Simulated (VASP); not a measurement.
Bi2Se3, 5 atoms in the cell. It takes space group R-3m (No. 166, trigonal). The conventional cell has a = 4.115 Å, b = 4.115 Å, c = 28.444 Å, α = 90.00°, β = 90.00°, γ = 120.00°. Within 3.7 Å of Bi (site symmetry 3m) lie 6 Se at 2.83 to 3.05 Å. Within 4.2 Å of Se (site symmetry -3m) lie 6 Bi at 3.05 Å and 12 Se at 4.12 to 4.20 Å. Within 3.7 Å of Se (site symmetry 3m) lie 3 Bi at 2.83 Å and 3 Se at 3.49 Å. 

| Quantity | Value |
| --- | --- |
| Program | VASP 6.6.1 |
| Task | single point |
| Functional | PBE |
| Potentials or basis | VASP PAW PBE potentials, release 64 (Bi_d, Se) |
| Cutoff | 520 eV |
| k mesh | 6 × 6 × 6 |
| Occupations | gaussian, width 0.01 eV |
| Spin | no spin polarisation |
| Dipole correction | no |
| Further INCAR settings | ALGO = Normal; EDIFF = 1e-06; NBANDS = 32 |

Potentials or basis: VASP PAW PBE potentials, release 64 (Bi_d, Se).

Run with:

```console
$ cat potpaw_PBE.64/Bi_d/POTCAR potpaw_PBE.64/Se/POTCAR > POTCAR
$ mpirun -np 1 vasp_std > vasp.out
```

Hardware: 1 thread of Intel Xeon 8259CL, with other jobs on the host.

Q: How long does it take, and how much memory?

A: Wall time 20 min on 1 thread of Intel Xeon 8259CL, with other jobs on the host, peak memory 0.94 GiB. Counts: scf iterations 14, k points 32.
